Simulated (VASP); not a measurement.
# SbMo (Fm-3m) in VASP: further runs

The runs below take SbMo through single point, with PBE, PBEsol, LDA.

All numbers are computed with VASP 6.6.1; they aren't measurements. Logs are shortened: lines on timing, memory, paths and dates and some standing lists are left out, and cuts for length are marked.

## (1) The cell of the first run

Symmetry: Fm-3m, No. 225, cubic system. The conventional cell has a = 5.520 Å, b = 5.520 Å, c = 5.520 Å, α = 90.00°, β = 90.00°, γ = 90.00°. Within 3.6 Å of Mo (site symmetry m-3m) lie 6 Sb at 2.76 Å. Sb (site symmetry m-3m) has 6 Mo at 2.76 Å within 3.6 Å.

## (2) Single point, PBE

File INCAR:

```
PREC = Accurate
ENCUT = 520
EDIFF = 1E-7
ISMEAR = 0
SIGMA = 0.05
LREAL = False
LASPH = True
NELM = 100
ALGO = Normal
ISIF = 2
LWAVE = False
LCHARG = False
GGA = PE
NBANDS = 16
```

File KPOINTS:

```
regular mesh
0
Gamma
  10 10 10
```

File POSCAR:

```
SbMo
1.0
    0.0000000000      2.7601270029      2.7601270029
    2.7601270029      0.0000000000      2.7601270029
    2.7601270029      2.7601270029      0.0000000000
Mo Sb
1 1
Direct
    0.5000000000      0.5000000000      0.5000000000
    0.0000000000      0.0000000000      0.0000000000
```

Potentials or basis: VASP PAW PBE potentials, release 64 (Mo_sv, Sb).

The run is started by

```bash
> cat potpaw_PBE.64/Mo_sv/POTCAR potpaw_PBE.64/Sb/POTCAR > POTCAR
> mpirun -np 1 vasp_std > vasp.out
```

OUTCAR:

```text
PREC = Accurate
   ENCUT = 520
   EDIFF = 1E-7
   ISMEAR = 0
   LREAL = False
   LASPH = True
   NELM = 100
   ISIF = 2
   GGA = PE

 ion  position               nearest neighbor table
   1  0.500  0.500  0.500-   2 2.76   2 2.76   2 2.76   2 2.76   2 2.76   2 2.76
   2  0.000  0.000  0.000-   1 2.76   1 2.76   1 2.76   1 2.76   1 2.76   1 2.76

  LATTYP: Found a face centered cubic cell.
 ALAT       =     5.5202540058

  Lattice vectors:

 A1 = (   0.0000000000,   2.7601270029,   2.7601270029)
 A2 = (   2.7601270029,   0.0000000000,   2.7601270029)
 A3 = (   2.7601270029,   2.7601270029,   0.0000000000)

Analysis of symmetry for initial positions (statically):
=====================================================================
 Subroutine PRICEL returns:
 Original cell was already a primitive cell.

 Routine SETGRP: Setting up the symmetry group for a
 face centered cubic supercell.

 Subroutine GETGRP returns: Found 48 space group operations
 (whereof 48 operations were pure point group operations)
 out of a pool of 48 trial point group operations.

The static configuration has the point symmetry O_h .

Analysis of symmetry for dynamics (positions and initial velocities):
=====================================================================
 Subroutine PRICEL returns:
 Original cell was already a primitive cell.

 Routine SETGRP: Setting up the symmetry group for a
 face centered cubic supercell.

 Subroutine GETGRP returns: Found 48 space group operations
 (whereof 48 operations were pure point group operations)
 out of a pool of 48 trial point group operations.

The dynamic configuration has the point symmetry O_h .

 Subroutine INISYM returns: Found 48 space group operations
 (whereof 48 operations are pure point group operations),
 and found     1 'primitive' translations

----------------------------------------------------------------------------------------

                                     Primitive cell

  volume of cell :      42.0550

  direct lattice vectors                    reciprocal lattice vectors
     0.000000000  2.760127003  2.760127003    -0.181151085  0.181151085  0.181151085
     2.760127003  0.000000000  2.760127003     0.181151085 -0.181151085  0.181151085
     2.760127003  2.760127003  0.000000000     0.181151085  0.181151085 -0.181151085

  length of vectors
     3.903409041  3.903409041  3.903409041     0.313762882  0.313762882  0.313762882

  position of ions in fractional coordinates (direct lattice)
     0.500000000  0.500000000  0.500000000
     0.000000000  0.000000000  0.000000000

  ion indices of the primitive-cell ions
   primitive index   ion index
                 1           1
                 2           2

----------------------------------------------------------------------------------------

 KPOINTS: regular mesh

Automatic generation of k-mesh.
 Grid dimensions read from file:
 generate k-points for:   10   10   10

 Generating k-lattice:

  Cartesian coordinates                     Fractional coordinates (reciprocal lattice)
    -0.018115108  0.018115108  0.018115108     0.100000000  0.000000000  0.000000000
     0.018115108 -0.018115108  0.018115108     0.000000000  0.100000000  0.000000000
     0.018115108  0.018115108 -0.018115108     0.000000000  0.000000000  0.100000000

  Length of vectors
     0.031376288  0.031376288  0.031376288

  Shift w.r.t. Gamma in fractional coordinates (k-lattice)
     0.000000000  0.000000000  0.000000000

 Subroutine IBZKPT returns following result:
 ===========================================

 Found     47 irreducible k-points:

 Following reciprocal coordinates:
            Coordinates               Weight
  0.000000  0.000000  0.000000      1.000000
  0.100000  0.000000  0.000000      8.000000
  0.200000  0.000000  0.000000      8.000000
  0.300000  0.000000  0.000000      8.000000
  0.400000  0.000000  0.000000      8.000000
  0.500000  0.000000  0.000000      4.000000
[... 16 lines left out ...]
  0.300000  0.300000  0.000000      6.000000
  0.400000  0.300000  0.000000     24.000000
 [... further k-points ...]
   k-points           NKPTS =     47   k-points in BZ     NKDIM =     47   number of bands    NBANDS=     16
   number of dos      NEDOS =    301   number of ions     NIONS =      2
   total plane-waves  NPLWV =  27000
   dimension x,y,z NGX =    30 NGY =   30 NGZ =   30
   dimension x,y,z NGXF=    60 NGYF=   60 NGZF=   60
   ions per type =               1   1
   NGX,Y,Z   is equivalent  to a cutoff of  12.78, 12.78, 12.78 a.u.
   NGXF,Y,Z  is equivalent  to a cutoff of  25.55, 25.55, 25.55 a.u.
 SYSTEM =  unknown system
   PREC   = accura    normal or accurate (medium, high low for compatibility)
   ISTART =      0    job   : 0-new  1-cont  2-samecut
   ICHARG =      2    charge: 1-file 2-atom 10-const
   ISPIN  =      1    spin polarized calculation?
   LNONCOLLINEAR =      F non collinear calculations
   LSORBIT =      F    spin-orbit coupling
   LASPH  =      T    aspherical Exc in radial PAW
   ENCUT  =  520.0 eV  38.22 Ry    6.18 a.u.   7.26  7.26  7.26*2*pi/ulx,y,z
   NELM   =    100;   NELMIN=  2; NELMDL= -5     # of ELM steps
   EDIFF  = 0.1E-06   stopping-criterion for ELM
   LREAL  =      F    real-space projection
   EDIFFG = 0.1E-05   stopping-criterion for IOM
   NSW    =      0    number of steps for IOM
   IBRION =     -1    ionic relax: 0-MD 1-quasi-New 2-CG
   NFREE  =      0    steps in history (QN), initial steepest desc. (CG)
   ISIF   =      2    stress and relaxation
   ISYM   =      2    0-nonsym 1-usesym 2-fastsym
   POTIM  = 0.5000    time-step for ionic-motion
   TEBEG  =    0.0;   TEEND  =   0.0 temperature during run
   PSTRESS=    0.0 pullay stress
   NELECT =      19.0000    total number of electrons
   NUPDOWN=      -1.0000    fix difference up-down
   EMIN   =  10.00;   EMAX   =-10.00  energy-range for DOS
   EFERMI =   0.00;   METHOD = LEGACY
   ISMEAR =     0;   SIGMA  =   0.05  broadening in eV -4-tet -1-fermi 0-gaus
   EFERMI_NEDOS =   21; number of points for ismear=-14 and -15
   IALGO  =     38    algorithm
   IMIX   =      4    mixing-type and parameters
     AMIX     =   0.40;   BMIX     =  1.00
     AMIX_MAG =   1.60;   BMIX_MAG =  1.00
  volume/ion in A,a.u.               =      21.03       141.90
  Fermi-wavevector in a.u.,A,eV,Ry     =   1.256185  2.373846 21.470007  1.578001
  Thomas-Fermi vector in A             =   2.389905
   LORBIT       =      0    0 simple, 1 ext, 2 COOP (PROOUT), +10 PAW based schemes
   GGA     = PE    functional components
   LHFCALC =     F    Hartree Fock is set to
   AEXX    =    0.0000 exact exchange contribution
   IVDW    =     0    specifies the selected vdW correction
   LEPSILON=     F    determine dielectric tensor
   LRPA    =     F    only Hartree local field effects (RPA)
 non-spin polarized calculation
 Gauss-broadening in eV      SIGMA  =   0.05
  energy-cutoff  :      520.00
  volume of cell :       42.05
 maximum number of plane-waves:      1158
 NGX is ok and might be reduce to    30
   NGX = 15   NGY = 15   NGZ = 15

 number of electron      19.0000002 magnetization

 Free energy of the ion-electron system (eV)
  ---------------------------------------------------
  ext. energy  EPLUGINS =         0.00000000
  ---------------------------------------------------
  free energy    TOTEN  =       -13.46694011 eV

  energy without entropy =      -13.46316462  energy(sigma->0) =      -13.46505236

 E-fermi :  10.1126     XC(G=0): -11.4201

 val. band max:       10.1109675366   @ k =  -0.3000   0.5000   0.2000
 cond. band min:      10.1566665715   @ k =   0.5000   0.2000   0.1000
 fundamental gap:      0.0456990350
 Fermi energy:        10.1126244247

 k-point     1 :       0.0000    0.0000    0.0000
  band No.  band energies     occupation
      1     -50.8025      2.00000
      2     -24.9293      2.00000
      3     -24.9293      2.00000
      4     -24.9293      2.00000
      5      -1.8177      2.00000
      6       8.7294      2.00000
[... 8 lines left out ...]
     15      17.1712      0.00000
     16      21.4391      0.00000

 k-point     2 :       0.1000    0.0000    0.0000
  band No.  band energies     occupation
      1     -50.8022      2.00000
      2     -24.9350      2.00000
      3     -24.9293      2.00000
      4     -24.9293      2.00000
      5      -1.6683      2.00000
      6       8.3292      2.00000
[... 8 lines left out ...]
     15      17.4102      0.00000
     16      20.5003      0.00000

 k-point     3 :       0.2000    0.0000    0.0000
  band No.  band energies     occupation
      1     -50.8013      2.00000
      2     -24.9498      2.00000
      3     -24.9293      2.00000
      4     -24.9293      2.00000
      5      -1.2343      2.00000
      6       7.2008      2.00000
[... 8 lines left out ...]
     15      18.7204      0.00000
     16      19.5301      0.00000

 k-point     4 :       0.3000    0.0000    0.0000
  band No.  band energies     occupation
      1     -50.8003      2.00000
      2     -24.9681      2.00000
      3     -24.9293      2.00000
      4     -24.9293      2.00000
      5      -0.5668      2.00000
      6       5.7695      2.00000
[... 8 lines left out ...]
     15      18.2206      0.00000
     16      18.2206      0.00000

 k-point     5 :       0.4000    0.0000    0.0000
  band No.  band energies     occupation
      1     -50.7995      2.00000
      2     -24.9828      2.00000
      3     -24.9293      2.00000
      4     -24.9292      2.00000
      5       0.1924      2.00000
      6       4.4843      2.00000
[... 8 lines left out ...]
     15      17.1567      0.00000
     16      17.1567      0.00000

 k-point     6 :       0.5000    0.0000    0.0000
  band No.  band energies     occupation
      1     -50.7992      2.00000
      2     -24.9884      2.00000
      3     -24.9292      2.00000
      4     -24.9292      2.00000
      5       0.6078      2.00000
      6       3.8862      2.00000
[... 8 lines left out ...]
     15      16.4142      0.00000
     16      16.4142      0.00000

 k-point     7 :       0.1000    0.1000    0.0000
  band No.  band energies     occupation
      1     -50.8021      2.00000
      2     -24.9331      2.00000
      3     -24.9312      2.00000
      4     -24.9312      2.00000
      5      -1.6216      2.00000
      6       8.0605      2.00000
[... 8 lines left out ...]
     15      17.6350      0.00000
     16      20.3633      0.00000

 k-point     8 :       0.2000    0.1000    0.0000
  band No.  band energies     occupation
      1     -50.8014      2.00000
      2     -24.9445      2.00000
      3     -24.9328      2.00000
      4     -24.9304      2.00000
      5      -1.2921      2.00000
      6       7.1629      2.00000
[... 8 lines left out ...]
     15      18.4148      0.00000
     16      19.1535      0.00000

 k-point     9 :       0.3000    0.1000    0.0000
  band No.  band energies     occupation
      1     -50.8004      2.00000
      2     -24.9616      2.00000
      3     -24.9334      2.00000
      4     -24.9302      2.00000
      5      -0.7190      2.00000
      6       6.0887      2.00000
[... 8 lines left out ...]
     15      17.7208      0.00000
     16      19.0421      0.00000
[... 172 lines left out ...]
 k-point    19 :       0.5000    0.2000    0.0000
  band No.  band energies     occupation
      1     -50.7985      2.00000
      2     -24.9793      2.00000
      3     -24.9427      2.00000
      4     -24.9365      2.00000
      5       0.4221      2.00000
      6       4.7099      2.00000
[... 8 lines left out ...]
     15      18.1744      0.00000
     16      19.4245      0.00000

 k-point    20 :      -0.4000    0.2000    0.0000
  band No.  band energies     occupation
      1     -50.7985      2.00000
      2     -24.9797      2.00000
      3     -24.9466      2.00000
      4     -24.9330      2.00000
      5       0.5620      2.00000
      6       4.5182      2.00000
[... 8 lines left out ...]
     15      18.5331      0.00000
     16      19.1888      0.00000

 k-point    21 :      -0.3000    0.2000    0.0000
  band No.  band energies     occupation
      1     -50.7990      2.00000
      2     -24.9725      2.00000
      3     -24.9482      2.00000
      4     -24.9294      2.00000
      5       0.1790      2.00000
      6       4.9638      2.00000
[... 8 lines left out ...]
     15      18.1374      0.00000
     16      18.5719      0.00000

 k-point    22 :      -0.2000    0.2000    0.0000
  band No.  band energies     occupation
      1     -50.7998      2.00000
      2     -24.9630      2.00000
      3     -24.9445      2.00000
      4     -24.9272      2.00000
      5      -0.4106      2.00000
      6       5.7503      2.00000
[... 8 lines left out ...]
     15      17.6952      0.00000
     16      18.1864      0.00000

 k-point    23 :       0.3000    0.3000    0.0000
  band No.  band energies     occupation
      1     -50.7993      2.00000
      2     -24.9598      2.00000
      3     -24.9428      2.00000
      4     -24.9428      2.00000
      5      -0.4316      2.00000
      6       5.6200      2.00000
[... 8 lines left out ...]
     15      18.4423      0.00000
     16      20.4844      0.00000

 k-point    24 :       0.4000    0.3000    0.0000
  band No.  band energies     occupation
      1     -50.7985      2.00000
      2     -24.9690      2.00000
      3     -24.9459      2.00000
      4     -24.9445      2.00000
      5      -0.0740      2.00000
      6       5.4151      2.00000
[... 8 lines left out ...]
     15      18.4614      0.00000
     16      20.6429      0.00000

 [... further k-points ...]
[... 5 lines left out ...]
  --------------------------------------------------------------------------------------
  -------------------------------------------------------------------------------------
  Total       -0.0201743     -0.0201743     -0.0201743     -0.0000000     -0.0000000      0.0000000
  in kB       -0.7685833     -0.7685833     -0.7685833     -0.0000000     -0.0000000      0.0000000
  external PRESSURE =      -0.7685833 kB  Pullay stress =       0.0000000 kB

 VOLUME and BASIS-vectors are now :
 -----------------------------------------------------------------------------
  energy-cutoff  :      520.00
  volume of cell :       42.05
      direct lattice vectors                 reciprocal lattice vectors
     0.000000000  2.760127003  2.760127003    -0.181151085  0.181151085  0.181151085
     2.760127003  0.000000000  2.760127003     0.181151085 -0.181151085  0.181151085
     2.760127003  2.760127003  0.000000000     0.181151085  0.181151085 -0.181151085

 POSITION                                       TOTAL-FORCE (eV/Angst)
 -----------------------------------------------------------------------------------
      2.76013      2.76013      2.76013        -0.000000      0.000000      0.000000
      0.00000      0.00000      0.00000         0.000000     -0.000000     -0.000000
 -----------------------------------------------------------------------------------
    total drift:                                0.000000     -0.000000      0.000000

  FREE ENERGIE OF THE ION-ELECTRON SYSTEM (eV)
  ---------------------------------------------------
  free  energy   TOTEN  =       -13.4669401092 eV

  energy  without entropy=      -13.4631646200  energy(sigma->0) =      -13.46505236
```

Run time: 17 s. Hardware: 1 thread of AMD EPYC 9R45 (Zen 5), shared host; peak memory 0.16 GiB.

Results:

| Quantity | Value |
| --- | --- |
| Free energy | -13.4669 eV |
| Pressure | -0.1 GPa |

Caveat: spin-orbit coupling is left out, which moves the levels of the heavy elements.

(Part 1 of 3 ends here.)
